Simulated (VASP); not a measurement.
# NaH in VASP: further runs

NaH is run at these levels: HSE06; tasks: single point.

Program: VASP 6.6.1. These are calculated values, not measurements. Logs are shortened: lines on timing, memory, paths and dates and some standing lists are left out, and cuts for length are marked.

### Step 1. The cell of the first run

The structure is cubic, space group Fm-3m (No. 225). The conventional cell has a = 4.795 Å, b = 4.795 Å, c = 4.795 Å, α = 90.00°, β = 90.00°, γ = 90.00°. Na (site symmetry m-3m) has 6 H at 2.40 Å within 3.2 Å. H (site symmetry m-3m) has 6 Na at 2.40 Å within 3.2 Å.

### Step 2. Single point, HSE06

The input, POSCAR:

```
NaH
1.0
    0.0000000000      2.3975122873      2.3975122873
    2.3975122873      0.0000000000      2.3975122873
    2.3975122873      2.3975122873      0.0000000000
Na H
1 1
Direct
    0.0000000000      0.0000000000      0.0000000000
    0.5000000000      0.5000000000      0.5000000000
```

The input, INCAR.step1:

```
ALGO     = Normal         # electronic algorithm
EDIFF    = 1E-5           # SCF threshold, eV
ENCUT    = 520            # plane-wave cutoff, eV
GGA      = PE             # functional
ISIF     = 2              # what is computed and relaxed
ISMEAR   = 0              # smearing method
LASPH    = True           # aspherical terms in the spheres
LCHARG   = False          # write CHGCAR
LREAL    = False          # projectors in reciprocal space
LWAVE    = True           # write WAVECAR
NBANDS   = 11             # bands
NELM     = 80             # most SCF steps
PREC     = Accurate       # precision mode
SIGMA    = 0.01           # smearing width, eV
```

The input, INCAR.step2:

```
ALGO     = Normal         # electronic algorithm
EDIFF    = 1E-6           # SCF threshold, eV
ENCUT    = 520            # plane-wave cutoff, eV
GGA      = PE             # functional
HFSCREEN = 0.2079         # screening, 1/A
ISIF     = 2              # what is computed and relaxed
ISMEAR   = 0              # smearing method
ISTART   = 1            
LASPH    = True           # aspherical terms in the spheres
LCHARG   = False          # write CHGCAR
LHFCALC  = True           # exact exchange
LREAL    = False          # projectors in reciprocal space
LWAVE    = False          # write WAVECAR
NBANDS   = 11             # bands
NELM     = 80             # most SCF steps
PREC     = Accurate       # precision mode
PRECFOCK = Normal       
SIGMA    = 0.01           # smearing width, eV
```

The input, KPOINTS:

```
k-points
0
Gamma
  6 6 6
```

Potentials or basis: VASP PAW PBE potentials, release 64 (Na_pv, H).

On the command line:

```sh
$ cat potpaw_PBE.64/Na_pv/POTCAR potpaw_PBE.64/H/POTCAR > POTCAR
$ cp INCAR.step1 INCAR
$ mpirun -np 1 vasp_std > vasp.out
$ cp INCAR.step2 INCAR
$ mpirun -np 1 vasp_std > vasp.out
```

OUTCAR:

```text
EDIFF = 1E-6
   ENCUT = 520
   GGA = PE
   HFSCREEN = 0.2079
   ISIF = 2
   ISMEAR = 0
   ISTART = 1
   LASPH = True
   LHFCALC = True
   LREAL = False
   NELM = 80
   PREC = Accurate
   PRECFOCK = Normal

 ion  position               nearest neighbor table
   1  0.000  0.000  0.000-
   2  0.500  0.500  0.500-

  LATTYP: Found a face centered cubic cell.
 ALAT       =     4.7950245746

  Lattice vectors:

 A1 = (   0.0000000000,   2.3975122873,   2.3975122873)
 A2 = (   2.3975122873,   0.0000000000,   2.3975122873)
 A3 = (   2.3975122873,   2.3975122873,   0.0000000000)

Analysis of symmetry for initial positions (statically):
=====================================================================
 Subroutine PRICEL returns:
 Original cell was already a primitive cell.

 Routine SETGRP: Setting up the symmetry group for a
 face centered cubic supercell.

 Subroutine GETGRP returns: Found 48 space group operations
 (whereof 48 operations were pure point group operations)
 out of a pool of 48 trial point group operations.

The static configuration has the point symmetry O_h .

Analysis of symmetry for dynamics (positions and initial velocities):
=====================================================================
 Subroutine PRICEL returns:
 Original cell was already a primitive cell.

 Routine SETGRP: Setting up the symmetry group for a
 face centered cubic supercell.

 Subroutine GETGRP returns: Found 48 space group operations
 (whereof 48 operations were pure point group operations)
 out of a pool of 48 trial point group operations.

The dynamic configuration has the point symmetry O_h .

 Subroutine INISYM returns: Found 48 space group operations
 (whereof 48 operations are pure point group operations),
 and found     1 'primitive' translations

----------------------------------------------------------------------------------------

                                     Primitive cell

  volume of cell :      27.5621

  direct lattice vectors                    reciprocal lattice vectors
     0.000000000  2.397512287  2.397512287    -0.208549505  0.208549505  0.208549505
     2.397512287  0.000000000  2.397512287     0.208549505 -0.208549505  0.208549505
     2.397512287  2.397512287  0.000000000     0.208549505  0.208549505 -0.208549505

  length of vectors
     3.390594393  3.390594393  3.390594393     0.361218338  0.361218338  0.361218338

  position of ions in fractional coordinates (direct lattice)
     0.000000000  0.000000000  0.000000000
     0.500000000  0.500000000  0.500000000

  ion indices of the primitive-cell ions
   primitive index   ion index
                 1           1
                 2           2

----------------------------------------------------------------------------------------

 KPOINTS: k-points

Automatic generation of k-mesh.
 Grid dimensions read from file:
 generate k-points for:    6    6    6

 Generating k-lattice:

  Cartesian coordinates                     Fractional coordinates (reciprocal lattice)
    -0.034758251  0.034758251  0.034758251     0.166666667  0.000000000  0.000000000
     0.034758251 -0.034758251  0.034758251     0.000000000  0.166666667  0.000000000
     0.034758251  0.034758251 -0.034758251     0.000000000  0.000000000  0.166666667

  Length of vectors
     0.060203056  0.060203056  0.060203056

  Shift w.r.t. Gamma in fractional coordinates (k-lattice)
     0.000000000  0.000000000  0.000000000

 Subroutine IBZKPT returns following result:
 ===========================================

 Found     16 irreducible k-points:

 Following reciprocal coordinates:
            Coordinates               Weight
  0.000000  0.000000  0.000000      1.000000
  0.166667  0.000000  0.000000      8.000000
  0.333333  0.000000  0.000000      8.000000
  0.500000  0.000000  0.000000      4.000000
  0.166667  0.166667  0.000000      6.000000
  0.333333  0.166667  0.000000     24.000000
[... 8 lines left out ...]
 -0.333333  0.333333  0.166667     24.000000
 -0.333333  0.500000  0.166667     12.000000
   k-points           NKPTS =     16   k-points in BZ     NKDIM =    216   number of bands    NBANDS=     11
   number of dos      NEDOS =    301   number of ions     NIONS =      2
   total plane-waves  NPLWV =  21952
   dimension x,y,z NGX =    28 NGY =   28 NGZ =   28
   dimension x,y,z NGXF=    56 NGYF=   56 NGZF=   56
   ions per type =               1   1
   NGX,Y,Z   is equivalent  to a cutoff of  13.73, 13.73, 13.73 a.u.
   NGXF,Y,Z  is equivalent  to a cutoff of  27.46, 27.46, 27.46 a.u.
 SYSTEM =  unknown system
   PREC   = accura    normal or accurate (medium, high low for compatibility)
   ISTART =      1    job   : 0-new  1-cont  2-samecut
   ICHARG =      0    charge: 1-file 2-atom 10-const
   ISPIN  =      1    spin polarized calculation?
   LNONCOLLINEAR =      F non collinear calculations
   LSORBIT =      F    spin-orbit coupling
   LASPH  =      T    aspherical Exc in radial PAW
   ENCUT  =  520.0 eV  38.22 Ry    6.18 a.u.   6.30  6.30  6.30*2*pi/ulx,y,z
   NELM   =     80;   NELMIN=  2; NELMDL=  0     # of ELM steps
   EDIFF  = 0.1E-05   stopping-criterion for ELM
   LREAL  =      F    real-space projection
   EDIFFG = 0.1E-04   stopping-criterion for IOM
   NSW    =      0    number of steps for IOM
   IBRION =     -1    ionic relax: 0-MD 1-quasi-New 2-CG
   NFREE  =      0    steps in history (QN), initial steepest desc. (CG)
   ISIF   =      2    stress and relaxation
   ISYM   =      3    0-nonsym 1-usesym 2-fastsym
   POTIM  = 0.5000    time-step for ionic-motion
   TEBEG  =    0.0;   TEEND  =   0.0 temperature during run
   PSTRESS=    0.0 pullay stress
   NELECT =       8.0000    total number of electrons
   NUPDOWN=      -1.0000    fix difference up-down
   EMIN   =  10.00;   EMAX   =-10.00  energy-range for DOS
   EFERMI =   0.00;   METHOD = LEGACY
   ISMEAR =     0;   SIGMA  =   0.01  broadening in eV -4-tet -1-fermi 0-gaus
   EFERMI_NEDOS =   21; number of points for ismear=-14 and -15
   IALGO  =     38    algorithm
   IMIX   =      1    mixing-type and parameters
     AMIX     =   0.40;   BMIX     =  1.00
     AMIX_MAG =   1.60;   BMIX_MAG =  1.00
  volume/ion in A,a.u.               =      13.78        93.00
  Fermi-wavevector in a.u.,A,eV,Ry     =   1.083929  2.048328 15.985500  1.174901
  Thomas-Fermi vector in A             =   2.220006
   LORBIT       =      0    0 simple, 1 ext, 2 COOP (PROOUT), +10 PAW based schemes
   GGA     = PE    functional components
   LHFCALC =     T    Hartree Fock is set to
   PRECFOCK=normal    Normal, Fast or Accurate (Low or Medium for compatibility)
   ENCUT4O =  -1.0   cutoff for four orbital integrals eV
   NKREDX  =     1    reduce k-point grid by
   NKREDY  =     1    reduce k-point grid by
   NKREDZ  =     1    reduce k-point grid by
   AEXX    =    0.2500 exact exchange contribution
   HFSCREEN=    0.2079 screening length (either q_TF or 0.3 A-1)
   HFSCREENC=   0.2079 screening length for correlation (either q_TF or 0.3 A-1)
   ENCUTFOCK=  -1.0 apply spherical cutoff to Coloumb kernel
   IVDW    =     0    specifies the selected vdW correction
   LEPSILON=     F    determine dielectric tensor
   LRPA    =     F    only Hartree local field effects (RPA)
 non-spin polarized calculation
 Gauss-broadening in eV      SIGMA  =   0.01
  energy-cutoff  :      520.00
  volume of cell :       27.56
 maximum number of plane-waves:       754
 NGX is ok and might be reduce to    28
  NGX = 20; NGY = 20; NGZ = 20

 number of electron       7.9999992 magnetization

 Free energy of the ion-electron system (eV)
  ---------------------------------------------------
  ext. energy  EPLUGINS =         0.00000000
  ---------------------------------------------------
  free energy    TOTEN  =        -5.76275725 eV

  energy without entropy =       -5.76275725  energy(sigma->0) =       -5.76275725

 E-fermi :  -1.7815     XC(G=0):  -6.5790

 val. band max:       -1.8305582751   @ k =  -0.3333   0.5000   0.1667
 cond. band min:       3.0621897230   @ k =   0.5000   0.0000   0.0000
 fundamental gap:      4.8927479981
 Fermi energy:        -1.7814907162

 k-point     1 :       0.0000    0.0000    0.0000
  band No.  band energies     occupation
      1     -26.1342      2.00000
      2     -26.1342      2.00000
      3     -26.1342      2.00000
      4      -5.8063      2.00000
      5      10.4045      0.00000
      6      15.3943      0.00000
      7      15.3943      0.00000
      8      15.3943      0.00000
      9      16.4568      0.00000
     10      16.4568      0.00000
     11      16.4568      0.00000

 k-point     2 :       0.1667    0.0000    0.0000
  band No.  band energies     occupation
      1     -26.1586      2.00000
      2     -26.1370      2.00000
      3     -26.1370      2.00000
      4      -5.2707      2.00000
      5       8.6191      0.00000
      6      12.0954      0.00000
      7      14.3145      0.00000
      8      14.3145      0.00000
      9      17.6205      0.00000
     10      17.6205      0.00000
     11      17.9052      0.00000

 k-point     3 :       0.3333    0.0000    0.0000
  band No.  band energies     occupation
      1     -26.2066      2.00000
      2     -26.1425      2.00000
      3     -26.1425      2.00000
      4      -3.8551      2.00000
      5       5.0105      0.00000
      6      10.8494      0.00000
      7      13.4467      0.00000
      8      13.4467      0.00000
      9      16.8232      0.00000
     10      16.8232      0.00000
     11      19.0612      0.00000
[... 155 lines left out ...]
 k-point    15 :      -0.3333    0.3333    0.1667
  band No.  band energies     occupation
      1     -26.2052      2.00000
      2     -26.1798      2.00000
      3     -26.1585      2.00000
      4      -2.0706      2.00000
      5       4.4705      0.00000
      6       6.3279      0.00000
      7       9.5051      0.00000
      8      15.4396      0.00000
      9      16.5695      0.00000
     10      19.0883      0.00000
     11      21.0994      0.00000

 k-point    16 :      -0.3333    0.5000    0.1667
  band No.  band energies     occupation
      1     -26.2041      2.00000
      2     -26.1784      2.00000
      3     -26.1679      2.00000
      4      -1.8306      2.00000
      5       4.5918      0.00000
      6       6.5765      0.00000
      7       8.3682      0.00000
      8      14.7432      0.00000
      9      15.1014      0.00000
     10      20.9004      0.00000
     11      20.9938      0.00000

------------------------ aborting loop because EDIFF is reached ----------------------------------------

  FORCE on cell =-STRESS in cart. coord.  units (eV):
  Direction    XX          YY          ZZ          XY          YZ          ZX
  --------------------------------------------------------------------------------------
  -------------------------------------------------------------------------------------
  Total        0.0286095      0.0286095      0.0286095     -0.0000000     -0.0000000      0.0000000
  in kB        1.6630596      1.6630596      1.6630596     -0.0000000     -0.0000000      0.0000000
  external PRESSURE =       1.6630596 kB  Pullay stress =       0.0000000 kB

 VOLUME and BASIS-vectors are now :
 -----------------------------------------------------------------------------
  energy-cutoff  :      520.00
  volume of cell :       27.56
      direct lattice vectors                 reciprocal lattice vectors
     0.000000000  2.397512287  2.397512287    -0.208549505  0.208549505  0.208549505
     2.397512287  0.000000000  2.397512287     0.208549505 -0.208549505  0.208549505
     2.397512287  2.397512287  0.000000000     0.208549505  0.208549505 -0.208549505

 POSITION                                       TOTAL-FORCE (eV/Angst)
 -----------------------------------------------------------------------------------
      0.00000      0.00000      0.00000         0.000000     -0.000000     -0.000000
      2.39751      2.39751      2.39751        -0.000000      0.000000      0.000000
 -----------------------------------------------------------------------------------
    total drift:                               -0.000001     -0.000001     -0.000001

  FREE ENERGIE OF THE ION-ELECTRON SYSTEM (eV)
  ---------------------------------------------------
  free  energy   TOTEN  =        -5.7627572526 eV

  energy  without entropy=       -5.7627572526  energy(sigma->0) =       -5.76275725
```

It took 5.7 min on 1 thread of Intel Xeon Platinum 8259CL at 2.50GHz (Skylake/Cascade Lake), shared host; peak memory 0.25 GiB.

What came out:

| Item | Value |
| --- | --- |
| Free energy | -5.7628 eV |
| Pressure | 0.2 GPa |
| Band gap on the k mesh | 4.89 eV (least direct gap 5.81 eV) |

Caveat: the structure was generated, so it needn't be the stable form of NaH; the PAW data sets were made with another functional, which shifts forces and pressure a little.

(Continued in part 2 of 2.)
